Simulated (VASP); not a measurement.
# Ru (P6_3/mmc) in VASP: further runs

The runs below take Ru through single point, with PBE.

Program: VASP 6.6.1. These are calculated values, not measurements. Logs are shortened: lines on timing, memory, paths and dates and some standing lists are left out, and cuts for length are marked.

### 1 The cell of the first run

Symmetry: P6_3/mmc, No. 194, hexagonal system. Conventional cell: a = 2.688 Å, b = 2.688 Å, c = 4.253 Å, α = 90.00°, β = 90.00°, γ = 120.00°. Ru (site symmetry -6m2) has 12 Ru at 2.63 to 2.69 Å within 3.5 Å.

### 2 Single point, PBE

Input file INCAR:

```
SYSTEM = Ru
PREC = Accurate
ENCUT = 520
EDIFF = 1E-6
ISMEAR = -1
SIGMA = 0.15
LREAL = .FALSE.
LASPH = .TRUE.
NELM = 60
ALGO = Normal
ISIF = 2
LWAVE = .FALSE.
LCHARG = .FALSE.
GGA = PE
NBANDS = 21
```

Input file KPOINTS:

```
Automatic mesh
0
G
  12 12 7
  0 0 0
```

Input file POSCAR:

```
Ru
1.0
    2.6876397213      0.0000000000      0.0000000000
   -1.3438198606      2.3275647342      0.0000000000
    0.0000000000      0.0000000000      4.2531615502
Ru
2
Direct
    0.3333333333      0.6666666667      0.2500000000
    0.6666666667      0.3333333333      0.7500000000
```

Potentials or basis: VASP PAW PBE potentials, release 64 (Ru_pv).

On the command line:

```sh
cat potpaw_PBE.64/Ru_pv/POTCAR > POTCAR
mpirun -np 1 vasp_std > vasp.out
```

OUTCAR:

```text
SYSTEM = Ru
   PREC = Accurate
   ENCUT = 520
   EDIFF = 1E-6
   ISMEAR = -1
   LREAL = .FALSE.
   LASPH = .TRUE.
   NELM = 60
   ISIF = 2
   GGA = PE

 ion  position               nearest neighbor table
   1  0.333  0.667  0.250-   2 2.63   2 2.63   2 2.63   2 2.63   2 2.63   2 2.63
   2  0.667  0.333  0.750-   1 2.63   1 2.63   1 2.63   1 2.63   1 2.63   1 2.63

  LATTYP: Found a hexagonal cell.
 ALAT       =     2.6876397213
 C/A-ratio  =     1.5824894671

  Lattice vectors:

 A1 = (   2.6876397213,   0.0000000000,   0.0000000000)
 A2 = (  -1.3438198606,   2.3275647342,   0.0000000000)
 A3 = (   0.0000000000,   0.0000000000,   4.2531615502)

Analysis of symmetry for initial positions (statically):
=====================================================================
 Subroutine PRICEL returns:
 Original cell was already a primitive cell.

 Routine SETGRP: Setting up the symmetry group for a
 hexagonal supercell.

 Subroutine GETGRP returns: Found 24 space group operations
 (whereof 12 operations were pure point group operations)
 out of a pool of 24 trial point group operations.

The static configuration has the point symmetry D_3d.
 The point group associated with its full space group is D_6h.

Analysis of symmetry for dynamics (positions and initial velocities):
=====================================================================
 Subroutine PRICEL returns:
 Original cell was already a primitive cell.

 Routine SETGRP: Setting up the symmetry group for a
 hexagonal supercell.

 Subroutine GETGRP returns: Found 24 space group operations
 (whereof 12 operations were pure point group operations)
 out of a pool of 24 trial point group operations.

The dynamic configuration has the point symmetry D_3d.
 The point group associated with its full space group is D_6h.

 Subroutine INISYM returns: Found 24 space group operations
 (whereof 12 operations are pure point group operations),
 and found     1 'primitive' translations

----------------------------------------------------------------------------------------

                                     Primitive cell

  volume of cell :      26.6063

  direct lattice vectors                    reciprocal lattice vectors
     2.687639721  0.000000000  0.000000000     0.372073679  0.214816797  0.000000000
    -1.343819861  2.327564734  0.000000000     0.000000000  0.429633593  0.000000000
     0.000000000  0.000000000  4.253161550     0.000000000  0.000000000  0.235119214

  length of vectors
     2.687639721  2.687640119  4.253161550     0.429633657  0.429633593  0.235119214

  position of ions in fractional coordinates (direct lattice)
     0.333333333  0.666666667  0.250000000
     0.666666667  0.333333333  0.750000000

  ion indices of the primitive-cell ions
   primitive index   ion index
                 1           1
                 2           2

----------------------------------------------------------------------------------------

 KPOINTS: Automatic mesh

Automatic generation of k-mesh.
 Grid dimensions read from file:
 generate k-points for:   12   12    7

 Generating k-lattice:

  Cartesian coordinates                     Fractional coordinates (reciprocal lattice)
     0.031006140  0.017901400  0.000000000     0.083333333 -0.000000000  0.000000000
     0.000000000  0.035802799  0.000000000     0.000000000  0.083333333  0.000000000
     0.000000000  0.000000000  0.033588459     0.000000000  0.000000000  0.142857143

  Length of vectors
     0.035802805  0.035802799  0.033588459

  Shift w.r.t. Gamma in fractional coordinates (k-lattice)
     0.000000000  0.000000000  0.000000000

 Subroutine IBZKPT returns following result:
 ===========================================

 Found     76 irreducible k-points:

 Following reciprocal coordinates:
            Coordinates               Weight
  0.000000  0.000000  0.000000      1.000000
  0.083333  0.000000  0.000000      6.000000
  0.166667  0.000000  0.000000      6.000000
  0.250000 -0.000000  0.000000      6.000000
  0.333333 -0.000000  0.000000      6.000000
  0.416667  0.000000  0.000000      6.000000
[... 16 lines left out ...]
  0.250000 -0.000000  0.142857     12.000000
  0.333333 -0.000000  0.142857     12.000000
 [... further k-points ...]
   k-points           NKPTS =     76   k-points in BZ     NKDIM =     76   number of bands    NBANDS=     21
   number of dos      NEDOS =    301   number of ions     NIONS =      2
   total plane-waves  NPLWV =  12800
   dimension x,y,z NGX =    20 NGY =   20 NGZ =   32
   dimension x,y,z NGXF=    40 NGYF=   40 NGZF=   64
   ions per type =               2
   NGX,Y,Z   is equivalent  to a cutoff of  12.37, 12.37, 12.51 a.u.
   NGXF,Y,Z  is equivalent  to a cutoff of  24.74, 24.74, 25.02 a.u.
 SYSTEM =  Ru
   PREC   = accura    normal or accurate (medium, high low for compatibility)
   ISTART =      0    job   : 0-new  1-cont  2-samecut
   ICHARG =      2    charge: 1-file 2-atom 10-const
   ISPIN  =      1    spin polarized calculation?
   LNONCOLLINEAR =      F non collinear calculations
   LSORBIT =      F    spin-orbit coupling
   LASPH  =      T    aspherical Exc in radial PAW
   ENCUT  =  520.0 eV  38.22 Ry    6.18 a.u.   5.00  5.00  7.91*2*pi/ulx,y,z
   NELM   =     60;   NELMIN=  2; NELMDL= -5     # of ELM steps
   EDIFF  = 0.1E-05   stopping-criterion for ELM
   LREAL  =      F    real-space projection
   EDIFFG = 0.1E-04   stopping-criterion for IOM
   NSW    =      0    number of steps for IOM
   IBRION =     -1    ionic relax: 0-MD 1-quasi-New 2-CG
   NFREE  =      0    steps in history (QN), initial steepest desc. (CG)
   ISIF   =      2    stress and relaxation
   ISYM   =      2    0-nonsym 1-usesym 2-fastsym
   POTIM  = 0.5000    time-step for ionic-motion
   TEBEG  =    0.0;   TEEND  =   0.0 temperature during run
   PSTRESS=    0.0 pullay stress
   NELECT =      28.0000    total number of electrons
   NUPDOWN=      -1.0000    fix difference up-down
   EMIN   =  10.00;   EMAX   =-10.00  energy-range for DOS
   EFERMI =   0.00;   METHOD = LEGACY
   ISMEAR =    -1;   SIGMA  =   0.15  broadening in eV -4-tet -1-fermi 0-gaus
   EFERMI_NEDOS =   21; number of points for ismear=-14 and -15
   IALGO  =     38    algorithm
   IMIX   =      4    mixing-type and parameters
     AMIX     =   0.40;   BMIX     =  1.00
     AMIX_MAG =   1.60;   BMIX_MAG =  1.00
  volume/ion in A,a.u.               =      13.30        89.77
  Fermi-wavevector in a.u.,A,eV,Ry     =   1.665198  3.146768 37.727393  2.772885
  Thomas-Fermi vector in A             =   2.751610
   LORBIT       =      0    0 simple, 1 ext, 2 COOP (PROOUT), +10 PAW based schemes
   GGA     = PE    functional components
   LHFCALC =     F    Hartree Fock is set to
   AEXX    =    0.0000 exact exchange contribution
   IVDW    =     0    specifies the selected vdW correction
   LEPSILON=     F    determine dielectric tensor
   LRPA    =     F    only Hartree local field effects (RPA)
 non-spin polarized calculation
  energy-cutoff  :      520.00
  volume of cell :       26.61
 maximum number of plane-waves:       738
 NGX is ok and might be reduce to    20
   NGX =  9   NGY =  9   NGZ = 15

 number of electron      27.9999997 magnetization

 Free energy of the ion-electron system (eV)
  ---------------------------------------------------
  ext. energy  EPLUGINS =         0.00000000
  ---------------------------------------------------
  free energy    TOTEN  =       -18.50026674 eV

  energy without entropy =      -18.38530890  energy(sigma->0) =      -18.44278782

 E-fermi :  13.2365     XC(G=0): -14.2466

 val. band max:       13.1850517418   @ k =   0.4167   0.0833   0.2857
 cond. band min:      13.2470900522   @ k =   0.3333   0.1667   0.2857
 fundamental gap:      0.0620383104
 Fermi energy:        13.2365356082

 k-point     1 :       0.0000    0.0000    0.0000
  band No.  band energies     occupation
      1     -30.5086      2.00000
      2     -29.5143      2.00000
      3     -29.5143      2.00000
      4     -29.3332      2.00000
      5     -29.3332      2.00000
      6     -29.2861      2.00000
[... 13 lines left out ...]
     20      23.6152      0.00000
     21      23.8085      0.00000

 k-point     2 :       0.0833    0.0000    0.0000
  band No.  band energies     occupation
      1     -30.4834      2.00000
      2     -29.5681      2.00000
      3     -29.5324      2.00000
      4     -29.3892      2.00000
      5     -29.3405      2.00000
      6     -29.2978      2.00000
[... 13 lines left out ...]
     20      23.6151      0.00000
     21      23.7721      0.00000

 k-point     3 :       0.1667    0.0000    0.0000
  band No.  band energies     occupation
      1     -30.4111      2.00000
      2     -29.7150      2.00000
      3     -29.5802      2.00000
      4     -29.5391      2.00000
      5     -29.3618      2.00000
      6     -29.3331      2.00000
[... 13 lines left out ...]
     20      23.6152      0.00000
     21      23.6747      0.00000

 k-point     4 :       0.2500   -0.0000    0.0000
  band No.  band energies     occupation
      1     -30.3017      2.00000
      2     -29.9155      2.00000
      3     -29.7366      2.00000
      4     -29.6429      2.00000
      5     -29.3932      2.00000
      6     -29.3916      2.00000
[... 13 lines left out ...]
     20      23.6151      0.00000
     21      23.6301      0.00000

 k-point     5 :       0.3333   -0.0000    0.0000
  band No.  band energies     occupation
      1     -30.1723      2.00000
      2     -30.1157      2.00000
      3     -29.9265      2.00000
      4     -29.7031      2.00000
      5     -29.4700      2.00000
      6     -29.4262      2.00000
[... 13 lines left out ...]
     20      23.6147      0.00000
     21      23.6176      0.00000
[... 382 lines left out ...]
     20      23.6152      0.00000
     21      24.7524      0.00000

 k-point    22 :       0.1667    0.0000    0.1429
  band No.  band energies     occupation
      1     -30.3686      2.00000
      2     -29.6987      2.00000
      3     -29.5794      2.00000
      4     -29.5696      2.00000
      5     -29.3728      2.00000
      6     -29.3556      2.00000
[... 13 lines left out ...]
     20      23.6152      0.00000
     21      24.7317      0.00000

 k-point    23 :       0.2500   -0.0000    0.1429
  band No.  band energies     occupation
      1     -30.2870      2.00000
      2     -29.8832      2.00000
      3     -29.7743      2.00000
      4     -29.6307      2.00000
      5     -29.4058      2.00000
      6     -29.4024      2.00000
[... 13 lines left out ...]
     20      23.6151      0.00000
     21      24.7992      0.00000

 k-point    24 :       0.3333   -0.0000    0.1429
  band No.  band energies     occupation
      1     -30.2483      2.00000
      2     -30.0233      2.00000
      3     -29.9443      2.00000
      4     -29.6897      2.00000
      5     -29.4675      2.00000
      6     -29.4401      2.00000
[... 13 lines left out ...]
     20      23.6150      0.00000
     21      24.9671      0.00000

 [... further k-points ...]
[... 5 lines left out ...]
  --------------------------------------------------------------------------------------
  -------------------------------------------------------------------------------------
  Total        1.9735671      1.9735679      2.0029800      0.0000000      0.0000000      0.0000000
  in kB      118.8441452    118.8441921    120.6153276      0.0000000      0.0000000      0.0000000
  external PRESSURE =     119.4345550 kB  Pullay stress =       0.0000000 kB

 VOLUME and BASIS-vectors are now :
 -----------------------------------------------------------------------------
  energy-cutoff  :      520.00
  volume of cell :       26.61
      direct lattice vectors                 reciprocal lattice vectors
     2.687639721  0.000000000  0.000000000     0.372073679  0.214816797  0.000000000
    -1.343819861  2.327564734  0.000000000     0.000000000  0.429633593  0.000000000
     0.000000000  0.000000000  4.253161550     0.000000000  0.000000000  0.235119214

 POSITION                                       TOTAL-FORCE (eV/Angst)
 -----------------------------------------------------------------------------------
     -0.00000      1.55171      1.06329         0.000000     -0.000000      0.000000
      1.34382      0.77585      3.18987        -0.000000      0.000000      0.000000
 -----------------------------------------------------------------------------------
    total drift:                                0.000000     -0.000000      0.000000

  FREE ENERGIE OF THE ION-ELECTRON SYSTEM (eV)
  ---------------------------------------------------
  free  energy   TOTEN  =       -18.5002667351 eV

  energy  without entropy=      -18.3853089041  energy(sigma->0) =      -18.44278782
```

Wall time 42 s (1 thread of Intel Xeon Platinum 8259CL at 2.50GHz (Skylake/Cascade Lake), shared host); peak memory 0.15 GiB.

What came out:

```yaml
Free_energy: -18.5003 eV
Pressure: 11.9 GPa
Band_gap_on_the_k_mesh: zero (band 14 reaches 14.69 eV, above the bottom of band 15 at 11.63 eV)
```

Levels at points of the mesh, in eV from the Fermi level:
```
           k point  band 11  band 12  band 13  band 14  band 15  band 16  band 17  band 18
(0.00, 0.00, 0.00)    -2.51    -1.99    -1.99    -1.45    -1.45     1.20     1.20     1.30
(0.50, 0.00, 0.00)    -2.15    -1.84    -1.58     1.46     1.89     1.96     4.16     6.26
```

### 3 Single point, PBE

This run uses another cell than the first one, of 13.57 Å³/atom, 1.020 times its volume.

Input file INCAR:

```
PREC     = Accurate       # precision mode
ENCUT    = 520            # plane-wave cutoff, eV
EDIFF    = 1E-7           # SCF threshold, eV
ISMEAR   = -1             # smearing method
SIGMA    = 0.15           # smearing width, eV
LREAL    = F              # projectors in reciprocal space
LASPH    = T              # aspherical terms in the spheres
NELM     = 60             # most SCF steps
ALGO     = Normal         # electronic algorithm
ISIF     = 2              # what is computed and relaxed
LWAVE    = F              # write WAVECAR
LCHARG   = F              # write CHGCAR
GGA      = PE             # functional
NBANDS   = 21             # bands
```

Input file KPOINTS:

```
Automatic mesh
0
Gamma
  12 12 7
```

Input file POSCAR:

```
Ru
1.0
    2.7058000000      0.0000000000      0.0000000000
   -1.3529000000      2.3432920000      0.0000000000
    0.0000000000      0.0000000000      4.2819000000
Ru
2
Direct
    0.3333333333      0.6666666667      0.2500000000
    0.6666666667      0.3333333333      0.7500000000
```

Potentials or basis: VASP PAW PBE potentials, release 64 (Ru_pv).

On the command line:

```sh
cat potpaw_PBE.64/Ru_pv/POTCAR > POTCAR
mpirun -np 1 vasp_std > vasp.out
```

Run time: 33 s. Hardware: 1 thread of Intel Xeon Platinum 8259CL at 2.50GHz (Skylake/Cascade Lake), shared host; peak memory 0.16 GiB.

Results (log left out):

* Free energy: -18.5289 eV
* Pressure: 4.9 GPa
* Band gap on the k mesh: zero (band 14 reaches 14.27 eV, above the bottom of band 15 at 11.30 eV)

Stress tensor (GPa, compression positive):
```
4.93 0.00 0.00
0.00 4.93 0.00
0.00 0.00 4.69
```

Levels at points of the mesh, in eV from the Fermi level:
| k point | band 10 | band 11 | band 12 | band 13 | band 14 | band 15 | band 16 | band 17 | band 18 | band 19 |
| --- | --- | --- | --- | --- | --- | --- | --- | --- | --- | --- |
| (0.00, 0.00, 0.00) | -2.61 | -2.44 | -1.93 | -1.93 | -1.41 | -1.41 | 1.17 | 1.17 | 1.28 | 10.27 |
| (0.50, 0.00, 0.00) | -3.03 | -2.09 | -1.81 | -1.54 | 1.41 | 1.82 | 1.90 | 4.05 | 6.11 | 10.40 |
